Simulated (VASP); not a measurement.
Here is a VASP 6.6.1 calculation.

Contents of INCAR:

```
SYSTEM = CdS
PREC     = Accurate       ! precision mode
ENCUT    = 520            ! plane-wave cutoff, eV
EDIFF    = 1E-7           ! SCF threshold, eV
ISMEAR   = 0              ! smearing method
SIGMA    = 0.05           ! smearing width, eV
LREAL    = .FALSE.        ! projectors in reciprocal space
LASPH    = .TRUE.         ! aspherical terms in the spheres
NELM     = 80             ! most SCF steps
ALGO     = Normal         ! electronic algorithm
ISIF     = 2              ! what is computed and relaxed
LWAVE    = .FALSE.        ! write WAVECAR
LCHARG   = .FALSE.        ! write CHGCAR
GGA      = PE             ! functional
NBANDS   = 26             ! bands
```

File KPOINTS:

```
regular mesh
0
G
  10 8 10
  0 0 0
```

POSCAR

```
CdS
1.0
    3.7896306512      0.0000000000      0.0000000000
    0.0000000000      5.3820270529      0.0000000000
    0.0000000000      0.0000000000      4.1487520872
Cd S
2 2
Direct
    0.5000000000      0.5000000000      0.2533043378
    0.0000000000      0.0000000000      0.7466956622
    0.5000000000      0.0000000000      0.2587426812
    0.0000000000      0.5000000000      0.7412573188
```

Potentials or basis: VASP PAW PBE potentials, release 64 (Cd, S).

Run with:

```console
$ cat potpaw_PBE.64/Cd/POTCAR potpaw_PBE.64/S/POTCAR > POTCAR
$ mpirun -np 1 vasp_std > vasp.out
```

Q: What does it give for the pressure?

A: -0.8 GPa.

Q: What does it give for the band gap on the k mesh?

A: Zero (band 18 reaches 2.71 eV, above the bottom of band 19 at 2.67 eV).

Q: Estimate the largest force.

A: 0.123 eV/Å.

Forces on the atoms (eV/Å):
```
Cd   0.000  0.000 -0.056
Cd   0.000  0.000  0.056
S    0.000  0.000 -0.123
S    0.000  0.000  0.123
```

Caveat: the cell differs from its parent crystal (strained).
